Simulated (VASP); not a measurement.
Here is a VASP 6.6.1 calculation.

POSCAR

```
SiO2
1.0
    4.8142236114      0.0000000000      0.0000000000
   -2.4071118057      4.1692399470      0.0000000000
    0.0000000000      0.0000000000      8.5291279463
Si O
4 8
Direct
    0.6666666667      0.3333333333      0.9364916721
    0.6666666667      0.3333333333      0.5635083279
    0.3333333333      0.6666666667      0.0635083279
    0.3333333333      0.6666666667      0.4364916721
    0.0000000000      0.3756391413      0.0000000000
    0.3756391413      0.3756391413      0.5000000000
    0.6243608587      0.0000000000      0.5000000000
    0.6243608587      0.6243608587      0.0000000000
    0.0000000000      0.6243608587      0.5000000000
    0.6666666667      0.3333333333      0.7500000000
    0.3333333333      0.6666666667      0.2500000000
    0.3756391413      0.0000000000      0.0000000000
```

The input INCAR.step1:

```
ALGO = Normal ; EDIFF = 1E-4
ENCUT = 520 ; GGA = PE
ISMEAR = 0 ; LASPH = T
LCHARG = F ; LREAL = F
LWAVE = T ; NBANDS = 44
NELM = 60 ; PREC = Accurate
SIGMA = 0.02
```

Contents of INCAR.step2:

```
ALGO = Normal ; EDIFF = 1E-7
ENCUT = 520 ; ISIF = 2
ISMEAR = 0 ; ISTART = 1
LASPH = T ; LCHARG = T
LELF = T ; LMIXTAU = T
LREAL = F ; LVHAR = T
LWAVE = F ; METAGGA = R2SCAN
NBANDS = 44 ; NELM = 60
PREC = Accurate ; SIGMA = 0.02
```

The input KPOINTS:

```
k-points
0
Gamma
  6 6 4
```

Potentials or basis: VASP PAW PBE potentials, release 64 (Si, O).

Run with:

```bash
$ cat potpaw_PBE.64/Si/POTCAR potpaw_PBE.64/O/POTCAR > POTCAR
$ cp INCAR.step1 INCAR
$ mpirun -np 1 vasp_std > vasp.out
$ cp INCAR.step2 INCAR
$ mpirun -np 1 vasp_std > vasp.out
```

Q: Estimate the pressure.

A: 4.3 GPa.

Q: What does it give for the band gap on the k mesh?

A: 6.29 eV (least direct gap 6.41 eV).

Q: Estimate the largest force.

A: 0.037 eV/Å.

Forces on the atoms (eV/Å):
```
Si   0.000  0.000 -0.037
Si   0.000  0.000  0.037
Si   0.000  0.000  0.037
Si   0.000  0.000 -0.037
O    0.002 -0.004  0.000
O   -0.002 -0.004  0.000
O    0.005  0.000  0.000
O    0.002  0.004  0.000
O   -0.002  0.004  0.000
O    0.000  0.000  0.000
O    0.000  0.000  0.000
O   -0.005  0.000  0.000
```

Caveat: the cell stands under pressure; the PAW data sets were made with another functional, which shifts forces and pressure a little. A k mesh can miss the band edges.
